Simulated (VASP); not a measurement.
Runs of VASP 6.6.1 on Ba. The structure is that of space group Im-3m (No. 229), or close to it. The cells are those of the table. 

```csv
cell,k mesh,cutoff (eV),smearing,gap on the mesh (eV),pressure (GPa)
"a = 4.352 Å, angles 109.5°, 1 atom",5 × 5 × 5,500,fermi-dirac 0.1 eV,none,0.0
"a = 4.352 Å, angles 109.5°, 1 atom",4 × 4 × 4,520,fermi-dirac 0.1 eV,none,0.3
"a = 4.232 Å, angles 109.5°, 1 atom",15 × 15 × 15,520,fermi-dirac 0.1 eV,none,(a)
"a = 4.352 Å, angles 109.5°, 1 atom",15 × 15 × 15,520,fermi-dirac 0.1 eV,none,0.0
"a = 4.352 Å, angles 109.5°, 1 atom",9 × 9 × 9,520,fermi-dirac 0.3 eV,none,0.4
```

Alike in all rows: task single point; level PBE; potentials or basis VASP PAW PBE potentials, release 64 (Ba_sv); no spin polarisation.

Fill in the values left out.

(a) 0.9.

Caveats: some runs use coarse meshes; spin-orbit coupling is left out, which moves the levels of the heavy elements.

A k mesh can miss the band edges, and the runs leave out spin-orbit coupling on Ba.

A gap of «none» marks levels without a gap at the run's occupations.
